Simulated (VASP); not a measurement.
# Cr in VASP: further runs

Runs on Cr. Level: PBE. Tasks: single point.

Everything below comes from runs of VASP 6.6.1. Logs are shortened: lines on timing, memory, paths and dates and some standing lists are left out, and cuts for length are marked.

**1. The cell of the first run**

The structure is cubic, space group Im-3m (No. 229). The conventional cell has a = 2.848 Å, b = 2.848 Å, c = 2.848 Å, α = 90.00°, β = 90.00°, γ = 90.00°. Cr (site symmetry m-3m) has 14 Cr at 2.47 to 2.85 Å within 3.3 Å.

**2. Single point, PBE**

INCAR reads:

```
ALGO = Normal ; EDIFF = 1E-6
ENCUT = 520 ; GGA = PE
ISIF = 2 ; ISMEAR = 1
LASPH = True ; LCHARG = False
LREAL = False ; LWAVE = False
NBANDS = 19 ; NELM = 60
PREC = Accurate ; SIGMA = 0.1
```

KPOINTS reads:

```
k-points
0
Gamma
  18 18 18
```

POSCAR reads:

```
Cr
1.0
    2.8479123140      0.0000000000      0.0000000000
    0.0000000000      2.8479123140      0.0000000000
    0.0000000000      0.0000000000      2.8479123140
Cr
2
Direct
    0.0000000000      0.0000000000      0.0000000000
    0.5000000000      0.5000000000      0.5000000000
```

Potentials or basis: VASP PAW PBE potentials, release 64 (Cr_pv).

Started as:

```sh
$ cat potpaw_PBE.64/Cr_pv/POTCAR > POTCAR
$ mpirun -np 1 vasp_std > vasp.out
```

OUTCAR:

```text
EDIFF = 1E-6
   ENCUT = 520
   GGA = PE
   ISIF = 2
   ISMEAR = 1
   LASPH = True
   LREAL = False
   NELM = 60
   PREC = Accurate

 ion  position               nearest neighbor table
   1  0.000  0.000  0.000-   2 2.47   2 2.47   2 2.47   2 2.47   2 2.47   2 2.47   2 2.47   2 2.47

   2  0.500  0.500  0.500-   1 2.47   1 2.47   1 2.47   1 2.47   1 2.47   1 2.47   1 2.47   1 2.47

  LATTYP: Found a simple cubic cell.
 ALAT       =     2.8479123140

  Lattice vectors:

 A1 = (   2.8479123140,   0.0000000000,   0.0000000000)
 A2 = (   0.0000000000,   2.8479123140,   0.0000000000)
 A3 = (   0.0000000000,   0.0000000000,   2.8479123140)

Analysis of symmetry for initial positions (statically):
=====================================================================
 Subroutine PRICEL returns following result:

  LATTYP: Found a body centered cubic cell.
 ALAT       =     2.8479123140

  Lattice vectors:

 A1 = (   1.4239561570,   1.4239561570,  -1.4239561570)
 A2 = (  -1.4239561570,   1.4239561570,   1.4239561570)
 A3 = (   1.4239561570,  -1.4239561570,   1.4239561570)

   2 primitive cells build up your supercell.

 Routine SETGRP: Setting up the symmetry group for a
 simple cubic supercell.

 Subroutine GETGRP returns: Found 48 space group operations
 (whereof 48 operations were pure point group operations)
 out of a pool of 48 trial point group operations.

The static configuration has the point symmetry O_h .

Analysis of symmetry for dynamics (positions and initial velocities):
=====================================================================
 Subroutine PRICEL returns following result:

  LATTYP: Found a body centered cubic cell.
 ALAT       =     2.8479123140

  Lattice vectors:

 A1 = (   1.4239561570,   1.4239561570,  -1.4239561570)
 A2 = (  -1.4239561570,   1.4239561570,   1.4239561570)
 A3 = (   1.4239561570,  -1.4239561570,   1.4239561570)

   2 primitive cells build up your supercell.

 Routine SETGRP: Setting up the symmetry group for a
 simple cubic supercell.

 Subroutine GETGRP returns: Found 48 space group operations
 (whereof 48 operations were pure point group operations)
 out of a pool of 48 trial point group operations.

The dynamic configuration has the point symmetry O_h .

 Subroutine INISYM returns: Found 48 space group operations
 (whereof 48 operations are pure point group operations),
 and found     2 'primitive' translations

----------------------------------------------------------------------------------------

                                     Primitive cell

  volume of cell :      11.5491

  direct lattice vectors                    reciprocal lattice vectors
     1.423956157  1.423956157 -1.423956157     0.351134406  0.351134406  0.000000000
    -1.423956157  1.423956157  1.423956157    -0.000000000  0.351134406  0.351134406
     1.423956157 -1.423956157  1.423956157     0.351134406  0.000000000  0.351134406

  length of vectors
     2.466364412  2.466364412  2.466364412     0.496579040  0.496579040  0.496579040

  position of ions in fractional coordinates (direct lattice)
     0.000000000  0.000000000  0.000000000

  ion indices of the primitive-cell ions
   primitive index   ion index
                 1           1

----------------------------------------------------------------------------------------

 KPOINTS: k-points

Automatic generation of k-mesh.
 Grid dimensions read from file:
 generate k-points for:   18   18   18

 Generating k-lattice:

  Cartesian coordinates                     Fractional coordinates (reciprocal lattice)
     0.019507467  0.000000000  0.000000000     0.055555556  0.000000000  0.000000000
     0.000000000  0.019507467  0.000000000     0.000000000  0.055555556  0.000000000
     0.000000000  0.000000000  0.019507467     0.000000000  0.000000000  0.055555556

  Length of vectors
     0.019507467  0.019507467  0.019507467

  Shift w.r.t. Gamma in fractional coordinates (k-lattice)
     0.000000000  0.000000000  0.000000000

 Subroutine IBZKPT returns following result:
 ===========================================

 Found    220 irreducible k-points:

 Following reciprocal coordinates:
            Coordinates               Weight
  0.000000  0.000000  0.000000      1.000000
  0.055556  0.000000  0.000000      6.000000
  0.111111  0.000000  0.000000      6.000000
  0.166667  0.000000  0.000000      6.000000
  0.222222  0.000000  0.000000      6.000000
  0.277778  0.000000  0.000000      6.000000
[... 16 lines left out ...]
  0.277778  0.111111  0.000000     24.000000
  0.333333  0.111111  0.000000     24.000000
 [... further k-points ...]
   k-points           NKPTS =    220   k-points in BZ     NKDIM =    220   number of bands    NBANDS=     19
   number of dos      NEDOS =    301   number of ions     NIONS =      2
   total plane-waves  NPLWV =  13824
   dimension x,y,z NGX =    24 NGY =   24 NGZ =   24
   dimension x,y,z NGXF=    48 NGYF=   48 NGZF=   48
   ions per type =               2
   NGX,Y,Z   is equivalent  to a cutoff of  14.01, 14.01, 14.01 a.u.
   NGXF,Y,Z  is equivalent  to a cutoff of  28.02, 28.02, 28.02 a.u.
 SYSTEM =  unknown system
   PREC   = accura    normal or accurate (medium, high low for compatibility)
   ISTART =      0    job   : 0-new  1-cont  2-samecut
   ICHARG =      2    charge: 1-file 2-atom 10-const
   ISPIN  =      1    spin polarized calculation?
   LNONCOLLINEAR =      F non collinear calculations
   LSORBIT =      F    spin-orbit coupling
   LASPH  =      T    aspherical Exc in radial PAW
   ENCUT  =  520.0 eV  38.22 Ry    6.18 a.u.   5.30  5.30  5.30*2*pi/ulx,y,z
   NELM   =     60;   NELMIN=  2; NELMDL= -5     # of ELM steps
   EDIFF  = 0.1E-05   stopping-criterion for ELM
   LREAL  =      F    real-space projection
   EDIFFG = 0.1E-04   stopping-criterion for IOM
   NSW    =      0    number of steps for IOM
   IBRION =     -1    ionic relax: 0-MD 1-quasi-New 2-CG
   NFREE  =      0    steps in history (QN), initial steepest desc. (CG)
   ISIF   =      2    stress and relaxation
   ISYM   =      2    0-nonsym 1-usesym 2-fastsym
   POTIM  = 0.5000    time-step for ionic-motion
   TEBEG  =    0.0;   TEEND  =   0.0 temperature during run
   PSTRESS=    0.0 pullay stress
   NELECT =      24.0000    total number of electrons
   NUPDOWN=      -1.0000    fix difference up-down
   EMIN   =  10.00;   EMAX   =-10.00  energy-range for DOS
   EFERMI =   0.00;   METHOD = LEGACY
   ISMEAR =     1;   SIGMA  =   0.10  broadening in eV -4-tet -1-fermi 0-gaus
   EFERMI_NEDOS =   21; number of points for ismear=-14 and -15
   IALGO  =     38    algorithm
   IMIX   =      4    mixing-type and parameters
     AMIX     =   0.40;   BMIX     =  1.00
     AMIX_MAG =   1.60;   BMIX_MAG =  1.00
  volume/ion in A,a.u.               =      11.55        77.94
  Fermi-wavevector in a.u.,A,eV,Ry     =   1.658130  3.133412 37.407801  2.749396
  Thomas-Fermi vector in A             =   2.745764
   LORBIT       =      0    0 simple, 1 ext, 2 COOP (PROOUT), +10 PAW based schemes
   GGA     = PE    functional components
   LHFCALC =     F    Hartree Fock is set to
   AEXX    =    0.0000 exact exchange contribution
   IVDW    =     0    specifies the selected vdW correction
   LEPSILON=     F    determine dielectric tensor
   LRPA    =     F    only Hartree local field effects (RPA)
 non-spin polarized calculation
 Methfessel and Paxton  Order N= 1 SIGMA  =   0.10
  energy-cutoff  :      520.00
  volume of cell :       23.10
 maximum number of plane-waves:       639
 NGX is ok and might be reduce to    24
   NGX = 11   NGY = 11   NGZ = 11

 number of electron      23.9999986 magnetization

 Free energy of the ion-electron system (eV)
  ---------------------------------------------------
  ext. energy  EPLUGINS =         0.00000000
  ---------------------------------------------------
  free energy    TOTEN  =       -19.03098784 eV

  energy without entropy =      -19.03129480  energy(sigma->0) =      -19.03109016

 E-fermi :  10.9905     XC(G=0): -13.6747

 val. band max:       10.9889814975   @ k =   0.4444   0.1111   0.1111
 cond. band min:      10.9914504804   @ k =   0.4444   0.1111   0.0000
 fundamental gap:      0.0024689830
 Fermi energy:        10.9904640503

 k-point     1 :       0.0000    0.0000    0.0000
  band No.  band energies     occupation
      1     -32.3809      2.00000
      2     -32.3809      2.00000
      3     -32.3809      2.00000
      4     -31.7521      2.00000
      5     -31.7521      2.00000
      6     -31.7521      2.00000
[... 11 lines left out ...]
     18      18.0780      0.00000
     19      18.0815      0.00000

 k-point     2 :       0.0556    0.0000    0.0000
  band No.  band energies     occupation
      1     -32.3812      2.00000
      2     -32.3758      2.00000
      3     -32.3758      2.00000
      4     -31.7622      2.00000
      5     -31.7565      2.00000
      6     -31.7565      2.00000
[... 11 lines left out ...]
     18      18.0777      0.00000
     19      18.0815      0.00000

 k-point     3 :       0.1111    0.0000    0.0000
  band No.  band energies     occupation
      1     -32.3818      2.00000
      2     -32.3608      2.00000
      3     -32.3608      2.00000
      4     -31.7919      2.00000
      5     -31.7698      2.00000
      6     -31.7698      2.00000
[... 11 lines left out ...]
     18      18.0771      0.00000
     19      18.0814      0.00000

 k-point     4 :       0.1667    0.0000    0.0000
  band No.  band energies     occupation
      1     -32.3813      2.00000
      2     -32.3364      2.00000
      3     -32.3364      2.00000
      4     -31.8386      2.00000
      5     -31.7916      2.00000
      6     -31.7916      2.00000
[... 407 lines left out ...]
     18      18.0631      0.00000
     19      18.0813      0.00000

 k-point    23 :       0.2778    0.1111    0.0000
  band No.  band energies     occupation
      1     -32.4371      2.00000
      2     -32.2493      2.00000
      3     -32.1870      2.00000
      4     -32.0640      2.00000
      5     -31.8690      2.00000
      6     -31.8036      2.00000
[... 11 lines left out ...]
     18      17.1375      0.00000
     19      18.0826      0.00000

 k-point    24 :       0.3333    0.1111    0.0000
  band No.  band energies     occupation
      1     -32.4280      2.00000
      2     -32.2054      2.00000
      3     -32.1387      2.00000
      4     -32.1376      2.00000
      5     -31.9094      2.00000
      6     -31.8391      2.00000
[... 11 lines left out ...]
     18      16.0008      0.00000
     19      18.0813      0.00000

 [... further k-points ...]

------------------------ aborting loop because EDIFF is reached ----------------------------------------

  FORCE on cell =-STRESS in cart. coord.  units (eV):
  Direction    XX          YY          ZZ          XY          YZ          ZX
  --------------------------------------------------------------------------------------
  -------------------------------------------------------------------------------------
  Total       -0.0757627     -0.0757627     -0.0757627      0.0000000      0.0000000     -0.0000000
  in kB       -5.2551659     -5.2551659     -5.2551659      0.0000000      0.0000000     -0.0000000
  external PRESSURE =      -5.2551659 kB  Pullay stress =       0.0000000 kB

 VOLUME and BASIS-vectors are now :
 -----------------------------------------------------------------------------
  energy-cutoff  :      520.00
  volume of cell :       23.10
      direct lattice vectors                 reciprocal lattice vectors
     2.847912314  0.000000000  0.000000000     0.351134406  0.000000000  0.000000000
     0.000000000  2.847912314  0.000000000     0.000000000  0.351134406  0.000000000
     0.000000000  0.000000000  2.847912314     0.000000000  0.000000000  0.351134406

 POSITION                                       TOTAL-FORCE (eV/Angst)
 -----------------------------------------------------------------------------------
      0.00000      0.00000      0.00000         0.000000      0.000000      0.000000
      1.42396      1.42396      1.42396        -0.000000     -0.000000     -0.000000
 -----------------------------------------------------------------------------------
    total drift:                                0.000000      0.000000     -0.000000

  FREE ENERGIE OF THE ION-ELECTRON SYSTEM (eV)
  ---------------------------------------------------
  free  energy   TOTEN  =       -19.0309878421 eV

  energy  without entropy=      -19.0312947984  energy(sigma->0) =      -19.03109016
```

Wall time 25 s (1 thread of Intel Xeon 6975P-C (Granite Rapids), shared host); peak memory 0.19 GiB.

Results:

- Free energy: -19.0310 eV
- Pressure: -0.5 GPa
- Band gap on the k mesh: zero (band 12 reaches 12.09 eV, above the bottom of band 13 at 10.57 eV)

Caveat: the run has no spin polarisation, though such a crystal can be magnetic.

**3. Single point, PBE**

This run uses another cell than the first one, of 11.47 Å³/atom, 0.993 times its volume.

INCAR reads:

```
SYSTEM = Cr
PREC = Accurate
ENCUT = 520
EDIFF = 1E-6
ISMEAR = 1
SIGMA = 0.1
LREAL = .False.
LASPH = .True.
NELM = 60
ALGO = Fast
ISIF = 2
LWAVE = .False.
LCHARG = .True.
GGA = PE
LELF = .True.
LVHAR = .True.
NBANDS = 19
```

KPOINTS reads:

```
regular mesh
0
Gamma
  18 18 18
  0 0 0
```

POSCAR reads:

```
Cr
1.0
    2.8336727524      0.0000000000      0.0000000000
    0.0000000000      2.8336727524      0.0000000000
    0.0000000000      0.0000000000      2.8558927701
Cr
2
Direct
    0.0000000000      0.0000000000      0.0000000000
    0.5000000000      0.5000000000      0.5000000000
```

Potentials or basis: VASP PAW PBE potentials, release 64 (Cr_pv).

Started as:

```sh
$ cat potpaw_PBE.64/Cr_pv/POTCAR > POTCAR
$ mpirun -np 1 vasp_std > vasp.out
```

It took 78 s on 1 thread of Intel Xeon 6975P-C (Granite Rapids), shared host; peak memory 0.3 GiB.

It converged, with:

* Free energy: -19.0294 eV
* Pressure: 1.4 GPa
* Band gap on the k mesh: zero (band 12 reaches 12.26 eV, above the bottom of band 13 at 10.68 eV)

Stress tensor (GPa, compression positive):
```
 2.34  0.00  0.00
 0.00  2.34  0.00
 0.00  0.00 -0.52
```

Levels at points of the mesh, in eV from the Fermi level:
```
           k point  band 8  band 9  band 10  band 11  band 12  band 13  band 14  band 15  band 16  band 17
(0.00, 0.00, 0.00)   -4.39   -4.36    -0.96    -0.96    -0.89     1.10     1.17     2.44     2.46     2.46
(0.50, 0.00, 0.00)   -3.97   -1.84    -1.84    -0.47    -0.47    -0.42    -0.42     0.66     0.66     2.59
(0.50, 0.50, 0.00)   -4.49   -2.55    -2.55     1.17     1.17     1.18     1.18     1.50     1.50     2.85
(0.00, 0.00, 0.50)   -4.02   -1.86    -1.86    -0.40    -0.40    -0.40    -0.40     0.68     0.68     2.48
(0.50, 0.00, 0.50)   -4.48   -2.47    -2.47     1.09     1.09     1.11     1.11     1.47     1.47     2.84
(0.50, 0.50, 0.50)   -2.39   -2.35    -2.35    -2.35    -2.35     1.52     1.52     1.56     1.56     7.34
```

Caveat: the run has no spin polarisation, though such a crystal can be magnetic.

**4. Single point, PBE**

This run uses another cell than the first one, of 11.46 Å³/atom, 0.993 times its volume.

INCAR reads:

```
SYSTEM = Cr
  PREC = Accurate
  ENCUT = 520
  EDIFF = 1E-7
  ISMEAR = 1
  SIGMA = 0.1
  LREAL = .FALSE.
  LASPH = .TRUE.
  NELM = 80
  ALGO = Fast
  ISIF = 2
  LWAVE = .FALSE.
  LCHARG = .FALSE.
  GGA = PE
  NBANDS = 19
```

KPOINTS reads:

```
Automatic mesh
0
G
  18 18 18
  0 0 0
```

Edit POSCAR of step 3 so:

```diff
@@ -4,3 +4,3 @@
     0.0000000000      2.8336727524      0.0000000000
-    0.0000000000      0.0000000000      2.8558927701
+    0.0000000000      0.0000000000      2.8550320947
 Cr
```

Started as:

```sh
$ cat potpaw_PBE.64/Cr_pv/POTCAR > POTCAR
$ mpirun -np 1 vasp_std > vasp.out
```

Run time: 84 s. Hardware: 1 thread of Intel Xeon 6975P-C (Granite Rapids), shared host; peak memory 0.29 GiB.

The run converged. Its results:

```yaml
Free_energy: -19.0294 eV
Pressure: 1.5 GPa
Band_gap_on_the_k_mesh: zero (band 12 reaches 12.26 eV, above the bottom of band 13 at 10.68 eV)
```

Stress tensor (GPa, compression positive):
```
 2.37  0.00  0.00
 0.00  2.37  0.00
 0.00  0.00 -0.39
```

Levels at points of the mesh, in eV from the Fermi level:
```csv
k point,band 9,band 10,band 11,band 12,band 13,band 14,band 15,band 16
"(0.00, 0.00, 0.00)",-4.36,-0.96,-0.96,-0.90,1.10,1.17,2.44,2.46
"(0.50, 0.00, 0.00)",-1.84,-1.84,-0.47,-0.47,-0.42,-0.42,0.66,0.66
"(0.50, 0.50, 0.00)",-2.55,-2.55,1.16,1.16,1.18,1.18,1.50,1.50
"(0.00, 0.00, 0.50)",-1.86,-1.86,-0.41,-0.41,-0.41,-0.41,0.68,0.68
"(0.50, 0.00, 0.50)",-2.48,-2.48,1.09,1.09,1.11,1.11,1.47,1.47
"(0.50, 0.50, 0.50)",-2.35,-2.35,-2.35,-2.35,1.52,1.52,1.56,1.56
```

Caveat: the run has no spin polarisation, though such a crystal can be magnetic. Spin polarisation is off, so any magnetic state and its effect on volume and gap are missing.

**5. Single point, PBE**

This run uses another cell than the first one, of 11.63 Å³/atom, 1.007 times its volume.

INCAR reads:

```
SYSTEM = Cr
PREC     = Accurate       ! precision mode
ENCUT    = 520            ! plane-wave cutoff, eV
EDIFF    = 1E-6           ! SCF threshold, eV
ISMEAR   = 1              ! smearing method
SIGMA    = 0.1            ! smearing width, eV
LREAL    = .FALSE.        ! projectors in reciprocal space
LASPH    = .TRUE.         ! aspherical terms in the spheres
NELM     = 60             ! most SCF steps
ALGO     = Fast           ! electronic algorithm
ISIF     = 2              ! what is computed and relaxed
LWAVE    = .FALSE.        ! write WAVECAR
LCHARG   = .FALSE.        ! write CHGCAR
GGA      = PE             ! functional
NBANDS   = 19             ! bands
```

KPOINTS is that of step 4.

POSCAR reads:

```
Cr
1.0
    2.8621518755      0.0000000000      0.0000000000
    0.0000000000      2.8621518755      0.0000000000
    0.0000000000      0.0000000000      2.8400182007
Cr
2
Direct
    0.0000000000      0.0000000000      0.0000000000
    0.5000000000      0.5000000000      0.5000000000
```

Started as:

```sh
$ cat potpaw_PBE.64/Cr_pv/POTCAR > POTCAR
$ mpirun -np 1 vasp_std > vasp.out
```

It took 85 s on 1 thread of Intel Xeon 6975P-C (Granite Rapids), shared host; peak memory 0.29 GiB.

It converged, with:

| Quantity | Value |
| --- | --- |
| Free energy | -19.0285 eV |
| Pressure | -2.2 GPa |
| Band gap on the k mesh | zero (band 12 reaches 11.99 eV, above the bottom of band 13 at 10.44 eV) |

Stress tensor (GPa, compression positive):
```
-3.15  0.00  0.00
 0.00 -3.15  0.00
 0.00  0.00 -0.42
```

Levels at points of the mesh, in eV from the Fermi level:
```
           k point  band 10  band 11  band 12  band 13  band 14  band 15
(0.00, 0.00, 0.00)    -0.96    -0.90    -0.90     1.08     1.15     2.40
(0.50, 0.00, 0.00)    -1.81    -0.43    -0.43    -0.38    -0.38     0.66
(0.50, 0.50, 0.00)    -2.40     1.04     1.04     1.07     1.07     1.43
(0.00, 0.00, 0.50)    -1.78    -0.44    -0.44    -0.44    -0.44     0.64
(0.50, 0.00, 0.50)    -2.47     1.11     1.11     1.13     1.13     1.47
(0.50, 0.50, 0.50)    -2.34    -2.30    -2.30     1.49     1.49     1.53
```

Caveat: the run has no spin polarisation, though such a crystal can be magnetic. Spin polarisation is off, so any magnetic state and its effect on volume and gap are missing.

**6. Summary**

| cell | gap on the mesh (eV) | pressure (GPa) |
| --- | --- | --- |
| a = 2.848 Å, 2 atoms | none | -0.5 |
| a = 2.834, b = 2.834, c = 2.856 Å, 2 atoms | none | 1.4 |
| a = 2.834, b = 2.834, c = 2.855 Å, 2 atoms | none | 1.5 |
| a = 2.862, b = 2.862, c = 2.840 Å, 2 atoms | none | -2.2 |

Alike in all rows: task single point; level PBE; potentials or basis VASP PAW PBE potentials, release 64 (Cr_pv); no spin polarisation; k mesh 18 × 18 × 18; cutoff (eV) 520; smearing methfessel-paxton 0.1 eV.

Caveats: the run has no spin polarisation, though such a crystal can be magnetic.

Absolute energies hang on the potentials; compare differences alone.
